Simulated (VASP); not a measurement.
# Na (Im-3m) in VASP: single point with LDA

Aim: the single point of Na with LDA.

Program: VASP 6.6.1. These are calculated values, not measurements. Logs are shortened: lines on timing, memory, paths and dates and some standing lists are left out, and cuts for length are marked.

## (1) The cell of the first run

The structure is cubic, space group Im-3m (No. 229). Conventional cell: a = 3.946 Å, b = 3.946 Å, c = 3.946 Å, α = 90.00°, β = 90.00°, γ = 90.00°. Na (site symmetry m-3m) has 14 Na at 3.42 to 3.95 Å within 4.5 Å.

## (2) Single point, LDA (30.73 Å³/atom)

The input, INCAR:

```
PREC = Accurate ; ENCUT = 520
EDIFF = 1E-6 ; ISMEAR = -1
SIGMA = 0.05 ; LREAL = False
LASPH = True ; NELM = 60
ALGO = Normal ; ISIF = 2
LWAVE = False ; LCHARG = False
NBANDS = 10
```

The input, KPOINTS:

```
regular mesh
0
Gamma
  13 13 13
```

The input, POSCAR:

```
Na
1.0
   -1.9731015245      1.9731015245      1.9731015245
    1.9731015245     -1.9731015245      1.9731015245
    1.9731015245      1.9731015245     -1.9731015245
Na
1
Direct
    0.0000000000      0.0000000000      0.0000000000
```

Potentials or basis: VASP PAW LDA potentials, release 64 (Na_pv).

Started as:

```bash
$ cat potpaw_LDA.64/Na_pv/POTCAR > POTCAR
$ mpirun -np 1 vasp_std > vasp.out
```

OUTCAR:

```text
PREC = Accurate
   ENCUT = 520
   EDIFF = 1E-6
   ISMEAR = -1
   LREAL = False
   LASPH = True
   NELM = 60
   ISIF = 2

 ion  position               nearest neighbor table
   1  0.000  0.000  0.000-

  LATTYP: Found a body centered cubic cell.
 ALAT       =     3.9462030490

  Lattice vectors:

 A1 = (  -1.9731015245,   1.9731015245,   1.9731015245)
 A2 = (   1.9731015245,  -1.9731015245,   1.9731015245)
 A3 = (   1.9731015245,   1.9731015245,  -1.9731015245)

Analysis of symmetry for initial positions (statically):
=====================================================================
 Subroutine PRICEL returns:
 Original cell was already a primitive cell.

 Routine SETGRP: Setting up the symmetry group for a
 body centered cubic supercell.

 Subroutine GETGRP returns: Found 48 space group operations
 (whereof 48 operations were pure point group operations)
 out of a pool of 48 trial point group operations.

The static configuration has the point symmetry O_h .

Analysis of symmetry for dynamics (positions and initial velocities):
=====================================================================
 Subroutine PRICEL returns:
 Original cell was already a primitive cell.

 Routine SETGRP: Setting up the symmetry group for a
 body centered cubic supercell.

 Subroutine GETGRP returns: Found 48 space group operations
 (whereof 48 operations were pure point group operations)
 out of a pool of 48 trial point group operations.

The dynamic configuration has the point symmetry O_h .

 Subroutine INISYM returns: Found 48 space group operations
 (whereof 48 operations are pure point group operations),
 and found     1 'primitive' translations

----------------------------------------------------------------------------------------

                                     Primitive cell

  volume of cell :      30.7262

  direct lattice vectors                    reciprocal lattice vectors
    -1.973101525  1.973101525  1.973101525     0.000000000  0.253408146  0.253408146
     1.973101525 -1.973101525  1.973101525     0.253408146  0.000000000  0.253408146
     1.973101525  1.973101525 -1.973101525     0.253408146  0.253408146  0.000000000

  length of vectors
     3.417512089  3.417512089  3.417512089     0.358373237  0.358373237  0.358373237

  position of ions in fractional coordinates (direct lattice)
     0.000000000  0.000000000  0.000000000

  ion indices of the primitive-cell ions
[... 78 lines left out ...]
   IBRION =     -1    ionic relax: 0-MD 1-quasi-New 2-CG
   NFREE  =      0    steps in history (QN), initial steepest desc. (CG)
   ISIF   =      2    stress and relaxation
   ISYM   =      2    0-nonsym 1-usesym 2-fastsym
   POTIM  = 0.5000    time-step for ionic-motion
   TEBEG  =    0.0;   TEEND  =   0.0 temperature during run
   PSTRESS=    0.0 pullay stress
   NELECT =       7.0000    total number of electrons
   NUPDOWN=      -1.0000    fix difference up-down
   EMIN   =  10.00;   EMAX   =-10.00  energy-range for DOS
   EFERMI =   0.00;   METHOD = LEGACY
   ISMEAR =    -1;   SIGMA  =   0.05  broadening in eV -4-tet -1-fermi 0-gaus
   EFERMI_NEDOS =   21; number of points for ismear=-14 and -15
   IALGO  =     38    algorithm
   IMIX   =      4    mixing-type and parameters
     AMIX     =   0.40;   BMIX     =  1.00
     AMIX_MAG =   1.60;   BMIX_MAG =  1.00
  volume/ion in A,a.u.               =      30.73       207.35
  Fermi-wavevector in a.u.,A,eV,Ry     =   0.999857  1.889457 13.601947  0.999715
  Thomas-Fermi vector in A             =   2.132175
   LORBIT       =      0    0 simple, 1 ext, 2 COOP (PROOUT), +10 PAW based schemes
   GGA     = CA    functional components
   LHFCALC =     F    Hartree Fock is set to
   AEXX    =    0.0000 exact exchange contribution
   IVDW    =     0    specifies the selected vdW correction
   LEPSILON=     F    determine dielectric tensor
   LRPA    =     F    only Hartree local field effects (RPA)
 non-spin polarized calculation
  energy-cutoff  :      520.00
  volume of cell :       30.73
 maximum number of plane-waves:       847
 NGX is ok and might be reduce to    28
   NGX = 13   NGY = 13   NGZ = 13

 number of electron       6.9999995 magnetization

 Free energy of the ion-electron system (eV)
  ---------------------------------------------------
  ext. energy  EPLUGINS =         0.00000000
  ---------------------------------------------------
  free energy    TOTEN  =        -1.44892185 eV

  energy without entropy =       -1.44480932  energy(sigma->0) =       -1.44686558

 E-fermi :   0.7768     XC(G=0):  -7.2780

 val. band max:        0.6946313406   @ k =  -0.3077   0.3077   0.3077
 cond. band min:       0.7993129005   @ k =  -0.3846   0.4615   0.0769
 fundamental gap:      0.1046815599
 Fermi energy:         0.7767776684

 k-point     1 :       0.0000    0.0000    0.0000
  band No.  band energies     occupation
      1     -24.0759      2.00000
      2     -24.0759      2.00000
      3     -24.0759      2.00000
      4      -2.9631      2.00000
      5      13.6210      0.00000
      6      13.6210      0.00000
      7      13.6210      0.00000
      8      14.8573      0.00000
      9      14.8573      0.00000
     10      15.6106      0.00000
[... 287 lines left out ...]
 k-point    24 :       0.2308    0.0769    0.0769
  band No.  band energies     occupation
      1     -24.1255      2.00000
      2     -24.0910      2.00000
      3     -24.0794      2.00000
      4      -0.8677      2.00000
      5       6.1386      0.00000
      6       8.4515      0.00000
      7       9.9373      0.00000
      8      14.1400      0.00000
      9      14.9285      0.00000
     10      17.4985      0.00000

 [... further k-points ...]

------------------------ aborting loop because EDIFF is reached ----------------------------------------

  FORCE on cell =-STRESS in cart. coord.  units (eV):
  Direction    XX          YY          ZZ          XY          YZ          ZX
  --------------------------------------------------------------------------------------
  -------------------------------------------------------------------------------------
  Total        0.1557781      0.1557781      0.1557781     -0.0000000     -0.0000000     -0.0000000
  in kB        8.1228541      8.1228541      8.1228541     -0.0000000     -0.0000000     -0.0000000
  external PRESSURE =       8.1228541 kB  Pullay stress =       0.0000000 kB

 VOLUME and BASIS-vectors are now :
 -----------------------------------------------------------------------------
  energy-cutoff  :      520.00
  volume of cell :       30.73
      direct lattice vectors                 reciprocal lattice vectors
    -1.973101525  1.973101525  1.973101525     0.000000000  0.253408146  0.253408146
     1.973101525 -1.973101525  1.973101525     0.253408146  0.000000000  0.253408146
     1.973101525  1.973101525 -1.973101525     0.253408146  0.253408146  0.000000000

 POSITION                                       TOTAL-FORCE (eV/Angst)
 -----------------------------------------------------------------------------------
      0.00000      0.00000      0.00000         0.000000     -0.000000     -0.000000
 -----------------------------------------------------------------------------------
    total drift:                               -0.000000      0.000000      0.000000

  FREE ENERGIE OF THE ION-ELECTRON SYSTEM (eV)
  ---------------------------------------------------
  free  energy   TOTEN  =        -1.4489218518 eV

  energy  without entropy=       -1.4448093156  energy(sigma->0) =       -1.44686558
```

Run time: 24 s. Hardware: 1 thread of AMD EPYC 7R13, shared host; peak memory 0.11 GiB.

What came out:

```
Free energy            : -1.4489 eV
Pressure               : 0.8 GPa
Band gap on the k mesh : zero (an odd number of electrons rules out a gap without spin polarisation)
```
